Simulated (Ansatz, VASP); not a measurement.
Given: the input of a run of VASP 6.6.1 on CdS.

The input INCAR:

```
SYSTEM = CdS
PREC     = Accurate       ! precision mode
ENCUT    = 520            ! plane-wave cutoff, eV
EDIFF    = 1E-7           ! SCF threshold, eV
ISMEAR   = 0              ! smearing method
SIGMA    = 0.023          ! smearing width, eV
LREAL    = .FALSE.        ! projectors in reciprocal space
LASPH    = .TRUE.         ! aspherical terms in the spheres
NELM     = 80             ! most SCF steps
ALGO     = Normal         ! electronic algorithm
ISIF     = 2              ! what is computed and relaxed
LWAVE    = .FALSE.        ! write WAVECAR
LCHARG   = .TRUE.         ! write CHGCAR
GGA      = PE             ! functional
LELF     = .TRUE.         ! ELF
LVHAR    = .TRUE.       
NBANDS   = 16             ! bands
```

Contents of KPOINTS:

```
regular mesh
0
G
  8 8 8
  0 0 0
```

POSCAR

```
CdS
1.0
    0.0000000000      2.7532440000      2.7532440000
    2.7532440000      0.0000000000      2.7532440000
    2.7532440000      2.7532440000      0.0000000000
Cd S
1 1
Direct
    0.0000000000      0.0000000000      0.0000000000
    0.5000000000      0.5000000000      0.5000000000
```

Potentials or basis: VASP PAW PBE potentials, release 64 (Cd, S).

Launch:

```bash
$ cat potpaw_PBE.64/Cd/POTCAR potpaw_PBE.64/S/POTCAR > POTCAR
$ mpirun -np 1 vasp_std > vasp.out
```

Question: Translate it to Ansatz 0.2.0. Potentials there: Ansatz PAW.

Answer: As run (the cutoff follows the program's own potentials):

Contents of input.yaml:

```yaml
crystal:
  lattice:
    - [0.0, 2.753244, 2.753244]
    - [2.753244, 0.0, 2.753244]
    - [2.753244, 2.753244, 0.0]
  atoms:
    - { symbol: Cd, position: [0.0, 0.0, 0.0] }
    - { symbol: S, position: [0.5, 0.5, 0.5] }
hamiltonian:
  xc: pbe
  pseudopotentials: { kind: paw }
kpoints:
  mp_grid: { grid: [8, 8, 8] }
scf:
  occupations: { method: gaussian, width: 0.023 }
output:
  forces: true
  stress: true
  eigenvalues: true
```

Potentials or basis: Ansatz PAW.

Launch:

```bash
$ ansatz run input.yaml --threads 2 --pin off --max-ram 5632MiB --backend cpu --events-out ev --progress --plain --runs-dir out
```

Both were run:

|  | VASP | Ansatz | Ansatz less VASP |
| --- | --- | --- | --- |
| gap on the k mesh at the Fermi level (eV) | 0.25 | 0.26 | +0.007 |
| least direct gap on the mesh (eV) | 1.53 | 1.55 | +0.024 |
| pressure (GPa) | -0.1 | -0.4 | -0.37 |

VASP's potentials hold 18 valence electrons a cell and Ansatz's 26, so a difference there can come from the potentials and not from the codes.
